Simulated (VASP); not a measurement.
Write the native input for VASP 6.6.1 that does the following.

```
Task                   : single point
Functional             : PBE
Potentials or basis    : VASP PAW PBE potentials, release 64 (Hg, Te)
Cutoff                 : 520 eV
k mesh                 : 4 × 4 × 4
Occupations            : gaussian, width 0.1 eV
Spin                   : no spin polarisation
Dipole correction      : no
Further INCAR settings : ALGO = Normal; EDIFF = 1e-06; NBANDS = 46
```

The structure of HgTe lies in POSCAR:

```
HgTe
1.0
    6.1521514215      0.0000000000      0.0000000000
    0.0000000000      6.1521514215      0.0000000000
    0.0000000000      0.0000000000      6.1521514215
Hg Te
4 4
Direct
    0.2491730359      0.7508269641      0.2491730359
    0.7508269641      0.2491730359      0.2491730359
    0.7508269641      0.7508269641      0.7508269641
    0.2491730359      0.2491730359      0.7508269641
    0.7497540766      0.2502459234      0.7497540766
    0.2502459234      0.7497540766      0.7497540766
    0.2502459234      0.2502459234      0.2502459234
    0.7497540766      0.7497540766      0.2502459234
```

One way to write it, as run:

INCAR

```
ALGO = Normal
EDIFF = 1E-6
ENCUT = 520
GGA = PE
ISIF = 2
ISMEAR = 0
LASPH = True
LCHARG = False
LREAL = False
LWAVE = False
NBANDS = 46
NELM = 100
PREC = Accurate
SIGMA = 0.1
```

KPOINTS

```
k-points
0
Gamma
  4 4 4
```

Potentials or basis: VASP PAW PBE potentials, release 64 (Hg, Te).

Launch:

```sh
$ cat potpaw_PBE.64/Hg/POTCAR potpaw_PBE.64/Te/POTCAR > POTCAR
$ mpirun -np 1 vasp_std > vasp.out
```

Results of the run:

```
Pressure               : 0.1 GPa
Largest force          : 0.010 eV/Å
Band gap on the k mesh : zero (bands 36 and 37 overlap by 1.31 eV)
```

Caveat: spin-orbit coupling is left out, which moves the levels of the heavy elements.

Run time: 59 s on 1 thread of Intel(R) Xeon(R) 6975P-C (Granite Rapids) (shared host), peak memory 0.35 GiB.
